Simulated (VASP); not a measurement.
# Ir (Fm-3m) in VASP: a series of runs, part 2 of 2

VASP 6.6.1. The steps go on from the part before.

## (3) Relaxation of cell and atoms, BLYP, collinear spin

This run uses another cell than the first one, of 14.15 Å³/atom.

Contents of INCAR:

```
SYSTEM = Ir
PREC = Accurate ; ENCUT = 560
EDIFF = 1E-7 ; ISMEAR = -1
SIGMA = 0.05 ; LREAL = .FALSE.
LASPH = .TRUE. ; NELM = 200
ALGO = Normal ; ISIF = 3
LWAVE = .FALSE. ; LCHARG = .FALSE.
ISPIN = 2 ; MAGMOM = 1
LORBIT = 11 ; LMAXMIX = 4
GGA = B5 ; ALDAX = 1.0
AGGAX = 1.0 ; AGGAC = 1.0
ALDAC = 0.0 ; IBRION = 2
NSW = 80 ; EDIFFG = -0.01
GGA_COMPAT = .FALSE. ; NELMIN = 4
```

Contents of KPOINTS:

```
Automatic mesh
0
G
  14 14 14
  0 0 0
```

Contents of POSCAR:

```
Ir
1.0
    0.0000000000      1.9197000000      1.9197000000
    1.9197000000      0.0000000000      1.9197000000
    1.9197000000      1.9197000000      0.0000000000
Ir
1
Direct
    0.0000000000      0.0000000000      0.0000000000
```

Potentials or basis: VASP PAW PBE potentials, release 64 (Ir_sv_GW).

Launch:

```console
$ cat potpaw_PBE.64/Ir_sv_GW/POTCAR > POTCAR
$ mpirun -np 1 vasp_std > vasp.out
```

Run time: 3.6 min. Hardware: 1 thread of Intel Xeon Platinum 8488C (Sapphire Rapids), shared host; peak memory 0.19 GiB.

It converged, with:

| Property | Result |
| --- | --- |
| Free energy | -8.0507 eV |
| Relaxed volume | 15.21 Å³/atom |
| Relaxed cell | a = 2.781 Å, b = 2.781 Å, c = 2.781 Å, α = 60.00°, β = 60.00°, γ = 60.00° |
| Space group after relaxing (to 0.1 Å) | Fm-3m (No. 225) |
| Pressure after relaxing | 0.1 GPa |
| Net moment | 0.00 μB per cell |
| Valence electrons inside the program's atomic spheres | Ir 16.57 |

Final structure:
```yaml
crystal:
  lattice:
    - [0.00000, 1.96644, 1.96644]
    - [1.96644, 0.00000, 1.96644]
    - [1.96644, 1.96644, 0.00000]
  atoms:
    - { symbol: Ir, position: [0.00000, 0.00000, 0.00000] }
```

Levels at points of the mesh, in eV from the Fermi level:
Spin up:
```tsv
k point	band 4	band 5	band 6	band 7	band 8	band 9	band 10	band 11	band 12	band 13
(0.00, 0.00, 0.00)	-48.92	-10.06	-3.40	-3.40	-3.40	-1.02	-1.02	14.21	19.20	19.20
(0.50, 0.00, 0.00)	-49.00	-7.19	-3.48	-3.48	-0.13	0.85	0.85	6.69	13.88	18.80
(0.50, 0.50, 0.00)	-49.15	-6.94	-6.45	0.81	1.37	1.37	2.09	9.69	11.47	11.47
```
Spin down:
```csv
k point,band 5,band 6,band 7,band 8,band 9,band 10,band 11,band 12
"(0.00, 0.00, 0.00)",-10.06,-3.40,-3.40,-3.40,-1.02,-1.02,14.21,19.20
"(0.50, 0.00, 0.00)",-7.19,-3.48,-3.48,-0.13,0.85,0.85,6.69,13.88
"(0.50, 0.50, 0.00)",-6.94,-6.45,0.81,1.37,1.37,2.09,9.69,11.47
```

Caveat: the PAW data sets were made with another functional, which shifts forces and pressure a little; spin-orbit coupling is left out, which moves the levels of the heavy elements. BLYP gives volumes clearly too large for solids.

## (4) Single point, BLYP, collinear spin (14.03 Å³/atom)

This run uses another cell than the first one, of 14.03 Å³/atom.

Contents of INCAR:

```
SYSTEM = Ir
PREC = Accurate ; ENCUT = 560
EDIFF = 1E-6 ; ISMEAR = -1
SIGMA = 0.05 ; LREAL = .False.
LASPH = .True. ; NELM = 200
ALGO = Normal ; ISIF = 2
LWAVE = .False. ; LCHARG = .True.
ISPIN = 2 ; MAGMOM = 1
LORBIT = 11 ; LMAXMIX = 4
GGA = B5 ; ALDAX = 1.0
AGGAX = 1.0 ; AGGAC = 1.0
ALDAC = 0.0 ; LELF = .True.
LVHAR = .True. ; NBANDS = 18
GGA_COMPAT = .False.
```

Contents of KPOINTS:

```
regular mesh
0
Gamma
  22 22 22
  0 0 0
```

Contents of POSCAR:

```
Ir
1.0
    0.0000000000      1.9144425907      1.9144425907
    1.9144425907      0.0000000000      1.9144425907
    1.9144425907      1.9144425907      0.0000000000
Ir
1
Direct
    0.0000000000      0.0000000000      0.0000000000
```

Launch:

```console
$ cat potpaw_PBE.64/Ir_sv_GW/POTCAR > POTCAR
$ mpirun -np 1 vasp_std > vasp.out
```

It took 90 s on 1 thread of Intel Xeon Platinum 8488C (Sapphire Rapids), shared host; peak memory 0.27 GiB.

Results (log left out):

```yaml
Free_energy: -7.9523 eV
Pressure: 30.1 GPa
Net_moment: 0.00 μB per cell
Valence_electrons_inside_the_program's_atomic_spheres: Ir 16.78
```

Levels at points of the mesh, in eV from the Fermi level:
Spin up:
| k point | band 5 | band 6 | band 7 | band 8 | band 9 | band 10 | band 11 | band 12 |
| --- | --- | --- | --- | --- | --- | --- | --- | --- |
| (0.00, 0.00, 0.00) | -10.94 | -3.91 | -3.91 | -3.91 | -1.21 | -1.21 | 13.93 | 19.38 |
| (0.50, 0.00, 0.00) | -8.06 | -4.02 | -4.02 | -0.38 | 0.93 | 0.93 | 7.44 | 13.63 |
| (0.50, 0.50, 0.00) | -7.88 | -7.35 | 0.89 | 1.52 | 1.52 | 2.03 | 10.72 | 11.76 |
Spin down:
| k point | band 6 | band 7 | band 8 | band 9 | band 10 | band 11 |
| --- | --- | --- | --- | --- | --- | --- |
| (0.00, 0.00, 0.00) | -3.91 | -3.91 | -3.91 | -1.21 | -1.21 | 13.93 |
| (0.50, 0.00, 0.00) | -4.02 | -4.02 | -0.38 | 0.93 | 0.93 | 7.44 |
| (0.50, 0.50, 0.00) | -7.35 | 0.89 | 1.52 | 1.52 | 2.03 | 10.72 |

Caveat: the cell stands under pressure; the PAW data sets were made with another functional, which shifts forces and pressure a little; spin-orbit coupling is left out, which moves the levels of the heavy elements.

## (5) Single point, BLYP, collinear spin (14.64 Å³/atom)

This run uses another cell than the first one, of 14.64 Å³/atom.

Contents of INCAR:

```
SYSTEM = Ir
PREC = Accurate
ENCUT = 560
EDIFF = 1E-6
ISMEAR = -1
SIGMA = 0.05
LREAL = .False.
LASPH = .True.
NELM = 200
ALGO = Normal
ISIF = 2
LWAVE = .False.
LCHARG = .True.
ISPIN = 2
MAGMOM = 1
LORBIT = 11
LMAXMIX = 4
GGA = B5
ALDAX = 1.0
AGGAX = 1.0
AGGAC = 1.0
ALDAC = 0.0
LELF = .True.
LVHAR = .True.
NBANDS = 18
GGA_COMPAT = .False.
```

Contents of KPOINTS:

```
Automatic mesh
0
Gamma
  22 22 22
  0 0 0
```

Contents of POSCAR:

```
Ir
1.0
    0.0000000000      1.9417954661      1.9417954661
    1.9417954661      0.0000000000      1.9417954661
    1.9417954661      1.9417954661      0.0000000000
Ir
1
Direct
    0.0000000000      0.0000000000      0.0000000000
```

Potentials or basis: VASP PAW PBE potentials, release 64 (Ir_sv_GW).

Launch:

```console
$ cat potpaw_PBE.64/Ir_sv_GW/POTCAR > POTCAR
$ mpirun -np 1 vasp_std > vasp.out
```

OUTCAR:

```text
SYSTEM = Ir
   PREC = Accurate
   ENCUT = 560
   EDIFF = 1E-6
   ISMEAR = -1
   LREAL = .False.
   LASPH = .True.
   NELM = 200
   ISIF = 2
   ISPIN = 2
   LORBIT = 11
   GGA = B5

 ion  position               nearest neighbor table
   1  0.000  0.000  0.000-

  LATTYP: Found a face centered cubic cell.
 ALAT       =     3.8835909322

  Lattice vectors:

 A1 = (   0.0000000000,   1.9417954661,   1.9417954661)
 A2 = (   1.9417954661,   0.0000000000,   1.9417954661)
 A3 = (   1.9417954661,   1.9417954661,   0.0000000000)

Analysis of symmetry for initial positions (statically):
=====================================================================
 Subroutine PRICEL returns:
[... 1214 lines left out ...]
  Total        1.1881192      1.1881192      1.1881192     -0.0000000     -0.0000000     -0.0000000
  in kB      129.9960469    129.9960469    129.9960469     -0.0000000     -0.0000000     -0.0000000
  external PRESSURE =     129.9960469 kB  Pullay stress =       0.0000000 kB

 VOLUME and BASIS-vectors are now :
 -----------------------------------------------------------------------------
  energy-cutoff  :      560.00
  volume of cell :       14.64
      direct lattice vectors                 reciprocal lattice vectors
     0.000000000  1.941795466  1.941795466    -0.257493649  0.257493649  0.257493649
     1.941795466  0.000000000  1.941795466     0.257493649 -0.257493649  0.257493649
     1.941795466  1.941795466  0.000000000     0.257493649  0.257493649 -0.257493649

 POSITION                                       TOTAL-FORCE (eV/Angst)
 -----------------------------------------------------------------------------------
      0.00000      0.00000      0.00000         0.000000     -0.000000      0.000000
 -----------------------------------------------------------------------------------
    total drift:                                0.000000      0.000000      0.000000

  FREE ENERGIE OF THE ION-ELECTRON SYSTEM (eV)
  ---------------------------------------------------
  free  energy   TOTEN  =        -8.0393888959 eV

  energy  without entropy=       -8.0297741676  energy(sigma->0) =       -8.03458153

 total charge

# of ion       s       p       d       f       tot
--------------------------------------------------
    1        4.190   6.101   6.347   0.022  16.661

 magnetization (x)

# of ion       s       p       d       f       tot
--------------------------------------------------
    1        0.000   0.000  -0.000  -0.000   0.000
```

stdout:

```text
POSCAR found type information on POSCAR Ir
 POSCAR found :  1 types and       1 ions
 scaLAPACK will be used
 -----------------------------------------------------------------------------
|                                                                             |
|                                                                             |
|     You enforced a specific xc type in the INCAR file but a different       |
|     I HOPE YOU KNOW WHAT YOU ARE DOING!                                     |
|                                                                             |
 -----------------------------------------------------------------------------

 LDA part: xc-table for (Slater(with rela. corr.)+VWN5), standard interpolation
 POSCAR, INCAR and KPOINTS ok, starting setup
 FFT: planning ... GRIDC
 FFT: planning ... GRID_SOFT
 FFT: planning ... GRID
 WAVECAR not read
 entering main loop
```

It took 2.7 min on 1 thread of Intel Xeon Platinum 8375C at 2.90GHz (Ice Lake), shared host; peak memory 0.27 GiB.

Results:

| Property | Result |
| --- | --- |
| Free energy | -8.0394 eV |
| Pressure | 13.0 GPa |
| Net moment | 0.00 μB per cell |
| Valence electrons inside the program's atomic spheres | Ir 16.66 |

Levels at points of the mesh, in eV from the Fermi level:
Spin up:
```tsv
k point	band 5	band 6	band 7	band 8	band 9	band 10	band 11	band 12
(0.00, 0.00, 0.00)	-10.50	-3.66	-3.66	-3.66	-1.14	-1.14	14.05	19.26
(0.50, 0.00, 0.00)	-7.62	-3.76	-3.76	-0.28	0.86	0.86	7.00	13.74
(0.50, 0.50, 0.00)	-7.40	-6.90	0.81	1.41	1.41	2.03	10.13	11.57
```
Spin down:
```
           k point  band 5  band 6  band 7  band 8  band 9  band 10  band 11  band 12
(0.00, 0.00, 0.00)  -10.50   -3.66   -3.66   -3.66   -1.14    -1.14    14.05    19.26
(0.50, 0.00, 0.00)   -7.62   -3.76   -3.76   -0.28    0.86     0.86     7.00    13.74
(0.50, 0.50, 0.00)   -7.40   -6.90    0.81    1.41    1.41     2.03    10.13    11.57
```

Caveat: the cell stands under pressure; the PAW data sets were made with another functional, which shifts forces and pressure a little; spin-orbit coupling is left out, which moves the levels of the heavy elements.

## (6) The runs side by side

```csv
task,cell,k mesh,gap on the mesh (eV),pressure (GPa),moment (μB)
single point,"a = 2.668 Å, angles 60.0°, 1 atom",22 × 22 × 22,none,51.9,0.00
relaxation of cell and atoms,"relaxed from a = 2.715 Å, angles 60.0°, 1 atom",14 × 14 × 14,none,0.1,0.00
single point,"a = 2.707 Å, angles 60.0°, 1 atom",22 × 22 × 22,none,30.1,0.00
single point,"a = 2.746 Å, angles 60.0°, 1 atom",22 × 22 × 22,none,13.0,0.00
```

Alike in all rows: level BLYP; potentials or basis VASP PAW PBE potentials, release 64 (Ir_sv_GW); spin collinear; cutoff (eV) 560; smearing fermi-dirac 0.05 eV.

Caveats: the PAW data sets were made with another functional, which shifts forces and pressure a little; spin-orbit coupling is left out, which moves the levels of the heavy elements; the cell stands under pressure (at least some runs).

Absolute energies hang on the potentials; compare differences alone.
